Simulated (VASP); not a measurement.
# GaN (P6_3mc) in VASP: a series of runs, part 2 of 2

VASP 6.6.1. The steps go on from the part before.

### Step 3. Single point, LDA

This run uses another cell than the first one, of 11.05 Å³/atom.

INCAR

```
SYSTEM = GaN
PREC = Accurate ; ENCUT = 1330
EDIFF = 1E-6 ; ISMEAR = -1
SIGMA = 0.02 ; LREAL = .False.
LASPH = .True. ; NELM = 120
ALGO = Normal ; ISIF = 2
LWAVE = .False. ; LCHARG = .False.
GGA = CA ; NBANDS = 46
GGA_COMPAT = .False.
```

KPOINTS

```
regular mesh
0
Gamma
  12 12 2
  0 0 0
```

POSCAR

```
GaN
1.0
    3.1509192776      0.0000000000      0.0000000000
   -1.5754596388      2.7287761397      0.0000000000
    0.0000000000      0.0000000000     10.2830617190
Ga N
4 4
Direct
    0.0000000000      0.0000000000     -0.0002819661
    0.3333333333      0.6666666667      0.2499485042
    0.0000000000      0.0000000000      0.4997180339
    0.6666666667      0.3333333333      0.7499485042
    0.0000000000      0.0000000000      0.1875846190
    0.3333333333      0.6666666667      0.4377488428
    0.0000000000      0.0000000000      0.6875846190
    0.6666666667      0.3333333333      0.9377488428
```

Potentials or basis: VASP PAW LDA potentials, release 64 (Ga_d, N_h).

On the command line:

```bash
$ cat potpaw_LDA.64/Ga_d/POTCAR potpaw_LDA.64/N_h/POTCAR > POTCAR
$ mpirun -np 1 vasp_std > vasp.out
```

OUTCAR:

```text
SYSTEM = GaN
   PREC = Accurate
   ENCUT = 1330
   EDIFF = 1E-6
   ISMEAR = -1
   LREAL = .False.
   LASPH = .True.
   NELM = 120
   ISIF = 2
   GGA = CA

 ion  position               nearest neighbor table
   1  0.000  0.000  1.000-   8 1.93   8 1.93   8 1.93   5 1.93
   2  0.333  0.667  0.250-   5 1.93   5 1.93   5 1.93   6 1.93
   3  0.000  0.000  0.500-   6 1.93   6 1.93   6 1.93   7 1.93
   4  0.667  0.333  0.750-   7 1.93   7 1.93   7 1.93   8 1.93
   5  0.000  0.000  0.188-   2 1.93   2 1.93   2 1.93   1 1.93
   6  0.333  0.667  0.438-   3 1.93   3 1.93   3 1.93   2 1.93
[... 1392 lines left out ...]
  Total        0.6029488      0.6029488      0.6011888      0.0000000      0.0000000      0.0000000
  in kB       10.9260549     10.9260549     10.8941621      0.0000000      0.0000000      0.0000000
  external PRESSURE =      10.9154239 kB  Pullay stress =       0.0000000 kB

 VOLUME and BASIS-vectors are now :
 -----------------------------------------------------------------------------
  energy-cutoff  :     1330.00
  volume of cell :       88.42
      direct lattice vectors                 reciprocal lattice vectors
     3.150919278  0.000000000  0.000000000     0.317367699  0.183232326  0.000000000
    -1.575459639  2.728776140  0.000000000     0.000000000  0.366464653  0.000000000
     0.000000000  0.000000000 10.283061719     0.000000000  0.000000000  0.097247301

 POSITION                                       TOTAL-FORCE (eV/Angst)
 -----------------------------------------------------------------------------------
      0.00000      0.00000     10.28016        -0.000000     -0.000000      0.000716
     -0.00000      1.81918      2.57024        -0.000000     -0.000000      0.000673
      0.00000      0.00000      5.13863        -0.000000      0.000000      0.000716
      1.57546      0.90959      7.71177        -0.000000      0.000000      0.000673
      0.00000      0.00000      1.92894        -0.000000      0.000000     -0.000909
     -0.00000      1.81918      4.50140        -0.000000      0.000000     -0.000479
      0.00000      0.00000      7.07048        -0.000000     -0.000000     -0.000909
      1.57546      0.90959      9.64293         0.000000     -0.000000     -0.000479
 -----------------------------------------------------------------------------------
    total drift:                                0.000000      0.000000      0.000198

  FREE ENERGIE OF THE ION-ELECTRON SYSTEM (eV)
  ---------------------------------------------------
  free  energy   TOTEN  =       -55.8134248432 eV

  energy  without entropy=      -55.8134248432  energy(sigma->0) =      -55.81342484
```

stdout:

```text
POSCAR found type information on POSCAR GaN
 POSCAR found :  2 types and       8 ions
 scaLAPACK will be used
 LDA part: xc-table for (Slater(with rela. corr.)+CA(PZ))
 , standard interpolation
 POSCAR, INCAR and KPOINTS ok, starting setup
 FFT: planning ... GRIDC
 FFT: planning ... GRID_SOFT
 FFT: planning ... GRID
 WAVECAR not read
 entering main loop
```

Wall time 12 min (1 thread of Intel Xeon Platinum 8259CL at 2.50GHz (Skylake/Cascade Lake), shared host); peak memory 0.65 GiB.

What came out:

```yaml
Free_energy: -55.8134 eV
Pressure: 1.1 GPa
Band_gap_on_the_k_mesh: 2.06 eV
```

Levels at points of the mesh, in eV from the valence-band top:
```
           k point  band 32  band 33  band 34  band 35  band 36  band 37  band 38  band 39  band 40  band 41
(0.00, 0.00, 0.00)    -0.53    -0.53    -0.03     0.00     0.00     2.06     4.17     4.49     4.58     8.46
(0.50, 0.00, 0.00)    -2.04    -2.02    -1.96    -1.36    -1.04     3.73     4.05     5.41     5.77     7.19
(0.00, 0.00, 0.50)    -0.91    -0.17    -0.17    -0.17    -0.17     3.18     3.18     4.61     4.61     8.74
(0.50, 0.00, 0.50)    -2.64    -1.98    -1.98    -1.35    -1.35     4.34     4.34     5.22     5.22     6.85
```
